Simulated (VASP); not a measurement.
Wanted: the native input for a VASP 6.6.1 run.

| Property | Result |
| --- | --- |
| Task | single point |
| Functional | PBE |
| Potentials or basis | VASP PAW PBE potentials, release 64 (O, Cd, Se) |
| Cutoff | 520 eV |
| k mesh | 8 × 8 × 6 |
| Occupations | fermi-dirac, width 0.02 eV |
| Spin | no spin polarisation |
| Dipole correction | no |
| Further INCAR settings | ALGO = Normal; EDIFF = 1e-06; NBANDS = 26 |

The structure of Cd2SeO lies in POSCAR:

```
Cd2SeO
1.0
    3.7675855484      0.0000000000      0.0000000000
    0.0000000000      3.7675855484      0.0000000000
    0.0000000000      0.0000000000      5.1616932956
O Cd Se
1 2 1
Direct
    0.0000000000      0.0000000000      0.0000000000
    0.0000000000      0.0000000000      0.5000000000
    0.5000000000      0.5000000000      0.0000000000
    0.5000000000      0.5000000000      0.5000000000
```

These files were run (other wordings do the same):

INCAR

```
PREC = Accurate
ENCUT = 520
EDIFF = 1E-6
ISMEAR = -1
SIGMA = 0.02
LREAL = False
LASPH = True
NELM = 80
ALGO = Normal
ISIF = 2
LWAVE = False
LCHARG = True
GGA = PE
LELF = True
LVHAR = True
NBANDS = 26
```

KPOINTS

```
regular mesh
0
Gamma
  8 8 6
```

Potentials or basis: VASP PAW PBE potentials, release 64 (O, Cd, Se).

Command:

```console
$ cat potpaw_PBE.64/O/POTCAR potpaw_PBE.64/Cd/POTCAR potpaw_PBE.64/Se/POTCAR > POTCAR
$ mpirun -np 1 vasp_std > vasp.out
```

It gave:

The pressure is 3.5 GPa and the band gap on the k mesh is zero (bands 18 and 19 overlap by 0.44 eV).

Caveat: the cell stands under pressure; semilocal functionals underestimate gaps, so a narrow gap can read as zero.

Run time: 94 s on 1 thread of Intel(R) Xeon(R) 6975P-C (Granite Rapids), on a shared host, peak memory 0.25 GiB.
